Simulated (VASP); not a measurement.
Write the native input for VASP 6.6.1 that does the following.

| Item | Value |
| --- | --- |
| Task | single point |
| Functional | PBE |
| Potentials or basis | VASP PAW PBE potentials, release 64 (Si, Ge_d) |
| Cutoff | 520 eV |
| k mesh | 10 × 10 × 6 |
| Occupations | gaussian, width 0.02 eV |
| Spin | no spin polarisation |
| Dipole correction | no |
| k mesh for the DOS | 15 × 15 × 9 |
| Occupations for the DOS | tetrahedron |
| Further INCAR settings | ALGO = Normal; EDIFF = 1e-06 |

The system is Si3Ge.

```
Si Ge
1.0
     3.91238    0.00000    0.00000
     0.00000    3.91238    0.00000
     0.00000    0.00000    5.53206
Si Ge
3 1
Cartesian
  1.9562 1.9562 0.0000
  0.0000 1.9562 4.1815
  1.9562 0.0000 1.3505
  0.0000 0.0000 2.7660
```

One way to write it, as run:

POSCAR

```
Si3Ge
1.0
    3.9123760734      0.0000000000      0.0000000000
    0.0000000000      3.9123760734      0.0000000000
    0.0000000000      0.0000000000      5.5320638193
Si Ge
3 1
Direct
    0.5000000000      0.5000000000      0.0000000000
    0.0000000000      0.5000000000      0.7558713849
    0.5000000000      0.0000000000      0.2441286151
    0.0000000000      0.0000000000      0.5000000000
```

INCAR.step1

```
SYSTEM = Si3Ge
PREC = Accurate ; ENCUT = 520
EDIFF = 1E-6 ; ISMEAR = 0
SIGMA = 0.02 ; LREAL = .FALSE.
LASPH = .TRUE. ; NELM = 100
ALGO = Normal ; ISIF = 2
LWAVE = .FALSE. ; LCHARG = .TRUE.
GGA = PE ; NBANDS = 21
```

KPOINTS.step1

```
regular mesh
0
G
  10 10 6
  0 0 0
```

INCAR.step2

```
SYSTEM = Si3Ge
PREC = Accurate ; ENCUT = 520
EDIFF = 1E-6 ; ISMEAR = -5
SIGMA = 0.02 ; LREAL = .FALSE.
LASPH = .TRUE. ; NELM = 100
ALGO = Normal ; ISIF = 2
LWAVE = .FALSE. ; LCHARG = .FALSE.
GGA = PE ; LORBIT = 10
NEDOS = 1001 ; ICHARG = 11
```

KPOINTS.step2

```
regular mesh
0
G
  15 15 9
  0 0 0
```

Potentials or basis: VASP PAW PBE potentials, release 64 (Si, Ge_d).

Command:

```sh
$ cat potpaw_PBE.64/Si/POTCAR potpaw_PBE.64/Ge_d/POTCAR > POTCAR
$ cp INCAR.step1 INCAR
$ cp KPOINTS.step1 KPOINTS
$ mpirun -np 1 vasp_std > vasp.out
$ cp INCAR.step2 INCAR
$ cp KPOINTS.step2 KPOINTS
$ mpirun -np 1 vasp_std > vasp.out
```

Results of the run:

```json
{
 "Valence electrons inside the program's atomic spheres": "Si 1.67, 1.66 (each value once); Ge 12.46"
}
```

Wall time 89 s on 1 thread of AMD EPYC 9R45 96-Core Processor (Zen 5), on a shared host, peak memory 0.34 GiB.
